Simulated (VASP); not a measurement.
# TiAl (P-6m2) in VASP: a series of runs

Runs on TiAl. Level: PBEsol. Tasks: single point.

All numbers are computed with VASP 6.6.1; they aren't measurements. Logs are shortened: lines on timing, memory, paths and dates and some standing lists are left out, and cuts for length are marked.

## (1) The cell of the first run

Symmetry: P-6m2, No. 187, hexagonal system. Conventional cell: a = 2.933 Å, b = 2.933 Å, c = 4.865 Å, α = 90.00°, β = 90.00°, γ = 120.00°. Ti (site symmetry -6m2) has 6 Ti at 2.93 Å and 6 Al at 2.96 Å within 3.9 Å. Within 3.9 Å of Al (site symmetry -6m2) lie 6 Al at 2.93 Å and 6 Ti at 2.96 Å.

## (2) Single point, PBEsol

File INCAR:

```
SYSTEM = TiAl
ALGO = Fast ; EDIFF = 1E-6
ENCUT = 520 ; GGA = PS
ISIF = 2 ; ISMEAR = 0
LASPH = .True. ; LCHARG = .False.
LREAL = .False. ; LWAVE = .False.
NBANDS = 14 ; NELM = 80
PREC = Accurate ; SIGMA = 0.15
```

File KPOINTS:

```
k-points
0
Gamma
  18 18 10
  0 0 0
```

File POSCAR:

```
TiAl
1.0
    2.9330000000      0.0000000000      0.0000000000
   -1.4665000000      2.5400525093      0.0000000000
    0.0000000000      0.0000000000      4.8655000000
Ti Al
1 1
Direct
    0.0000000000      0.0000000000      0.0000000000
    0.3333333333      0.6666666667      0.5000000000
```

Potentials or basis: VASP PAW PBE potentials, release 64 (Ti_sv, Al).

Run with:

```bash
cat potpaw_PBE.64/Ti_sv/POTCAR potpaw_PBE.64/Al/POTCAR > POTCAR
mpirun -np 1 vasp_std > vasp.out
```

OUTCAR:

```text
SYSTEM = TiAl
   EDIFF = 1E-6
   ENCUT = 520
   GGA = PS
   ISIF = 2
   ISMEAR = 0
   LASPH = .True.
   LREAL = .False.
   NELM = 80
   PREC = Accurate

 ion  position               nearest neighbor table
   1  0.000  0.000  0.000-   2 2.96   2 2.96   2 2.96   2 2.96   2 2.96   2 2.96
   2  0.333  0.667  0.500-   1 2.96   1 2.96   1 2.96   1 2.96   1 2.96   1 2.96

  LATTYP: Found a hexagonal cell.
 ALAT       =     2.9330000000
 C/A-ratio  =     1.6588816911

  Lattice vectors:

 A1 = (   2.9330000000,   0.0000000000,   0.0000000000)
 A2 = (  -1.4665000000,   2.5400525093,   0.0000000000)
 A3 = (   0.0000000000,   0.0000000000,   4.8655000000)

Analysis of symmetry for initial positions (statically):
=====================================================================
 Subroutine PRICEL returns:
 Original cell was already a primitive cell.

 Routine SETGRP: Setting up the symmetry group for a
 hexagonal supercell.

 Subroutine GETGRP returns: Found 12 space group operations
 (whereof 12 operations were pure point group operations)
 out of a pool of 24 trial point group operations.

The static configuration has the point symmetry D_3h.

Analysis of symmetry for dynamics (positions and initial velocities):
=====================================================================
 Subroutine PRICEL returns:
 Original cell was already a primitive cell.

 Routine SETGRP: Setting up the symmetry group for a
 hexagonal supercell.

 Subroutine GETGRP returns: Found 12 space group operations
 (whereof 12 operations were pure point group operations)
 out of a pool of 24 trial point group operations.

The dynamic configuration has the point symmetry D_3h.

 Subroutine INISYM returns: Found 12 space group operations
 (whereof 12 operations are pure point group operations),
 and found     1 'primitive' translations

----------------------------------------------------------------------------------------

                                     Primitive cell

  volume of cell :      36.2478

  direct lattice vectors                    reciprocal lattice vectors
     2.933000000  0.000000000  0.000000000     0.340947835  0.196846324  0.000000000
    -1.466500000  2.540052509  0.000000000     0.000000000  0.393692649  0.000000000
     0.000000000  0.000000000  4.865500000     0.000000000  0.000000000  0.205528723

  length of vectors
     2.933000000  2.933000000  4.865500000     0.393692649  0.393692649  0.205528723

  position of ions in fractional coordinates (direct lattice)
     0.000000000  0.000000000  0.000000000
     0.333333333  0.666666667  0.500000000

  ion indices of the primitive-cell ions
   primitive index   ion index
[... 88 lines left out ...]
   EFERMI =   0.00;   METHOD = LEGACY
   ISMEAR =     0;   SIGMA  =   0.15  broadening in eV -4-tet -1-fermi 0-gaus
   EFERMI_NEDOS =   21; number of points for ismear=-14 and -15
   IALGO  =     68    algorithm
   IMIX   =      4    mixing-type and parameters
     AMIX     =   0.40;   BMIX     =  1.00
     AMIX_MAG =   1.60;   BMIX_MAG =  1.00
  volume/ion in A,a.u.               =      18.12       122.31
  Fermi-wavevector in a.u.,A,eV,Ry     =   1.219957  2.305384 20.249482  1.488295
  Thomas-Fermi vector in A             =   2.355191
   LORBIT       =      0    0 simple, 1 ext, 2 COOP (PROOUT), +10 PAW based schemes
   GGA     = PS    functional components
   LHFCALC =     F    Hartree Fock is set to
   AEXX    =    0.0000 exact exchange contribution
   IVDW    =     0    specifies the selected vdW correction
   LEPSILON=     F    determine dielectric tensor
   LRPA    =     F    only Hartree local field effects (RPA)
 non-spin polarized calculation
 RMM-DIIS sequential band-by-band and
 Gauss-broadening in eV      SIGMA  =   0.15
  energy-cutoff  :      520.00
  volume of cell :       36.25
 maximum number of plane-waves:       999
 NGX is ok and might be reduce to    24
   NGX = 11   NGY = 11   NGZ = 19

 number of electron      15.0000000 magnetization

 Free energy of the ion-electron system (eV)
  ---------------------------------------------------
  ext. energy  EPLUGINS =         0.00000000
  ---------------------------------------------------
  free energy    TOTEN  =       -12.80858150 eV

  energy without entropy =      -12.77967111  energy(sigma->0) =      -12.79412631

 E-fermi :   6.9588     XC(G=0): -10.6761

 val. band max:        6.9584419383   @ k =   0.3333   0.2778   0.3000
 cond. band min:       6.9631789797   @ k =   0.2222   0.1111   0.5000
 fundamental gap:      0.0047370414
 Fermi energy:         6.9587912891

 k-point     1 :       0.0000    0.0000    0.0000
  band No.  band energies     occupation
      1     -49.5251      2.00000
      2     -25.9340      2.00000
      3     -25.5728      2.00000
      4     -25.5728      2.00000
      5      -1.5948      2.00000
      6       4.6692      2.00000
      7       5.0700      2.00000
      8       8.1379      0.00000
      9       8.1379      0.00000
     10       9.4818      0.00000
     11       9.4818      0.00000
     12      10.2653      0.00000
     13      19.2789      0.00000
     14      19.2789      0.00000
[... 377 lines left out ...]
      1     -49.4521      2.00000
      2     -26.0078      2.00000
      3     -25.8608      2.00000
      4     -25.7118      2.00000
      5       2.9420      2.00000
      6       5.1037      2.00000
      7       5.7026      2.00000
      8       6.2684      2.00000
      9       8.4432      0.00000
     10       9.7216      0.00000
     11      10.5386      0.00000
     12      11.2263      0.00000
     13      12.0765      0.00000
     14      12.8064      0.00000

 [... further k-points ...]

------------------------ aborting loop because EDIFF is reached ----------------------------------------

  FORCE on cell =-STRESS in cart. coord.  units (eV):
  Direction    XX          YY          ZZ          XY          YZ          ZX
  --------------------------------------------------------------------------------------
  -------------------------------------------------------------------------------------
  Total       -1.9946683     -1.9946683     -2.9269322      0.0000000      0.0000000     -0.0000000
  in kB      -88.1655708    -88.1655708   -129.3722145      0.0000000      0.0000000     -0.0000000
  external PRESSURE =    -101.9011187 kB  Pullay stress =       0.0000000 kB

 VOLUME and BASIS-vectors are now :
 -----------------------------------------------------------------------------
  energy-cutoff  :      520.00
  volume of cell :       36.25
      direct lattice vectors                 reciprocal lattice vectors
     2.933000000  0.000000000  0.000000000     0.340947835  0.196846324  0.000000000
    -1.466500000  2.540052509  0.000000000     0.000000000  0.393692649  0.000000000
     0.000000000  0.000000000  4.865500000     0.000000000  0.000000000  0.205528723

 POSITION                                       TOTAL-FORCE (eV/Angst)
 -----------------------------------------------------------------------------------
      0.00000      0.00000      0.00000        -0.000000      0.000000      0.000000
     -0.00000      1.69337      2.43275         0.000000      0.000000      0.000000
 -----------------------------------------------------------------------------------
    total drift:                                0.000000     -0.000000      0.000000

  FREE ENERGIE OF THE ION-ELECTRON SYSTEM (eV)
  ---------------------------------------------------
  free  energy   TOTEN  =       -12.8085814988 eV

  energy  without entropy=      -12.7796711121  energy(sigma->0) =      -12.79412631
```

stdout:

```text
POSCAR found type information on POSCAR TiAl
 POSCAR found :  2 types and       2 ions
 scaLAPACK will be used
 -----------------------------------------------------------------------------
|                                                                             |
|                                                                             |
|     You enforced a specific xc type in the INCAR file but a different       |
|     I HOPE YOU KNOW WHAT YOU ARE DOING!                                     |
|                                                                             |
 -----------------------------------------------------------------------------

 LDA part: xc-table for (Slater+PW92), standard interpolation
 POSCAR, INCAR and KPOINTS ok, starting setup
 FFT: planning ... GRIDC
 FFT: planning ... GRID_SOFT
 FFT: planning ... GRID
 WAVECAR not read
 entering main loop
WARNING in EDDRMM: call to ZHEGV failed, returncode =   6  3      7
WARNING in EDDRMM: call to ZHEGV failed, returncode =   6  3      5
WARNING in EDDRMM: call to ZHEGV failed, returncode =   6  3     13
WARNING in EDDRMM: call to ZHEGV failed, returncode =   6  3      7
WARNING in EDDRMM: call to ZHEGV failed, returncode =   6  3     13
WARNING in EDDRMM: call to ZHEGV failed, returncode =   6  3     13
WARNING in EDDRMM: call to ZHEGV failed, returncode =   8  4      8
```

Wall time 2.8 min (1 thread of Intel Xeon Platinum 8259CL at 2.50GHz (Skylake/Cascade Lake), shared host); peak memory 0.24 GiB.

What came out:

```yaml
Free_energy: -12.8086 eV
Pressure: -10.2 GPa
Band_gap_on_the_k_mesh: zero (an odd number of electrons rules out a gap without spin polarisation)
```

Caveat: the cell stands under tension; the PAW data sets were made with another functional, which shifts forces and pressure a little.

## (3) Single point, PBEsol

This run uses another cell than the first one, of 18.22 Å³/atom.

File INCAR:

```
SYSTEM = TiAl
PREC = Accurate ; ENCUT = 520
EDIFF = 1E-6 ; ISMEAR = 0
SIGMA = 0.15 ; LREAL = .FALSE.
LASPH = .TRUE. ; NELM = 60
ALGO = Fast ; ISIF = 2
LWAVE = .FALSE. ; LCHARG = .FALSE.
GGA = PS ; NBANDS = 14
```

File KPOINTS:

```
regular mesh
0
G
  18 18 10
  0 0 0
```

File POSCAR:

```
TiAl
1.0
    2.9045000000      0.0000000000      0.0000000000
   -1.4522500000      2.5153707853      0.0000000000
    0.0000000000      0.0000000000      4.9887000000
Ti Al
1 1
Direct
    0.0000000000      0.0000000000      0.0000000000
    0.3333333333      0.6666666667      0.5000000000
```

Potentials or basis: VASP PAW PBE potentials, release 64 (Ti_sv, Al).

Run with:

```bash
cat potpaw_PBE.64/Ti_sv/POTCAR potpaw_PBE.64/Al/POTCAR > POTCAR
mpirun -np 1 vasp_std > vasp.out
```

Wall time 3.2 min (1 thread of Intel Xeon Platinum 8259CL at 2.50GHz (Skylake/Cascade Lake), shared host); peak memory 0.25 GiB.

The run converged. Its results:

- Free energy: -12.7634 eV
- Pressure: -10.6 GPa
- Band gap on the k mesh: zero (an odd number of electrons rules out a gap without spin polarisation)

Stress tensor (GPa, compression positive):
```
 -7.83   0.00   0.00
  0.00  -7.83   0.00
  0.00   0.00 -16.05
```

Levels at points of the mesh, in eV from the Fermi level:
```
           k point  band 4  band 5  band 6  band 7  band 8  band 9  band 10  band 11
(0.00, 0.00, 0.00)  -32.52   -8.61   -2.45   -2.13    1.18    1.18     2.59     2.59
(0.50, 0.00, 0.00)  -32.63   -3.42   -2.69   -1.39   -0.98    1.99     3.47     3.68
(0.00, 0.00, 0.50)  -32.52   -7.92   -5.16   -0.64    1.19    1.19     2.54     2.54
(0.50, 0.00, 0.50)  -32.63   -3.35   -2.38   -1.72    0.48    0.84     1.87     2.22
```

Caveat: the stress differs along the axes, from -16 to -8 GPa; the PAW data sets were made with another functional, which shifts forces and pressure a little.
